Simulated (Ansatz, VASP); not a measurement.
**Two plane-wave programs on Sr**

INCAR

```
SYSTEM = Sr
PREC = Accurate ; ENCUT = 520
EDIFF = 1E-6 ; ISMEAR = 0
SIGMA = 0.1 ; LREAL = .False.
LASPH = .True. ; NELM = 100
ALGO = Fast ; ISIF = 2
LWAVE = .False. ; LCHARG = .False.
GGA = PE ; NBANDS = 28
```

The input KPOINTS:

```
Automatic mesh
0
Gamma
  8 8 6
  0 0 0
```

Contents of POSCAR:

```
Sr
1.0
   -3.8299078220      3.9798475325      3.7568267218
    3.9798475325     -3.8299078220      3.7568267218
    4.3289284088      4.3289284088     -3.5825021968
Sr
4
Direct
    0.1605708271      0.6605708271      0.8046176930
    0.8361274695      0.3361274695      0.2058790353
    0.6618557046      0.8414459988      0.4947516359
    0.3414459988      0.1618557046      0.4947516359
```

Input for Ansatz:

```yaml
crystal:
  lattice:
    - [-3.829907822, 3.9798475325, 3.7568267218]
    - [3.9798475325, -3.829907822, 3.7568267218]
    - [4.3289284088, 4.3289284088, -3.5825021968]
  atoms:
    - { symbol: Sr, position: [0.1605708271, 0.6605708271, 0.804617693] }
    - { symbol: Sr, position: [0.8361274695, 0.3361274695, 0.2058790353] }
    - { symbol: Sr, position: [0.6618557046, 0.8414459988, 0.4947516359] }
    - { symbol: Sr, position: [0.3414459988, 0.1618557046, 0.4947516359] }
basis:
  ecutwfc: 420
kpoints:
  mp_grid: { grid: [8, 8, 6] }
hamiltonian:
  xc: pbe
scf:
  occupations: { method: gaussian, width: 0.1 }
output:
  forces: true
  stress: true
  eigenvalues: true
```

Alike in both runs: task single point; functional PBE; k mesh 8 × 8 × 6; occupations gaussian, width 0.1 eV; no spin polarisation.

|  | VASP | Ansatz |
| --- | --- | --- |
| version | VASP 6.6.1 | Ansatz 0.2.0 |
| potentials or method | VASP PAW PBE potentials, release 64 (Sr_sv), cutoff 520 eV | scalar-relativistic, plane waves, PAW |
| valence electrons in the cell | 40 | 40 |

|  | VASP | Ansatz | Ansatz less VASP |
| --- | --- | --- | --- |
| gap on the k mesh at the Fermi level (eV) | none | none | - |
| pressure (GPa) | -0.2 | -0.2 | 0.00 |
| traceless stress, the component that is largest in VASP (GPa) | -1.27 | -1.27 | +0.002 |
| rms of the force components (eV/Å) | 0.332 | 0.331 | -0.0007 |

Atom by atom the forces differ by 0.001 eV/Å (rms over components). A gap of «none» marks a metal or a gap that the smearing closes. With one functional, cell and mesh, what is left measures potentials, basis and numerics.
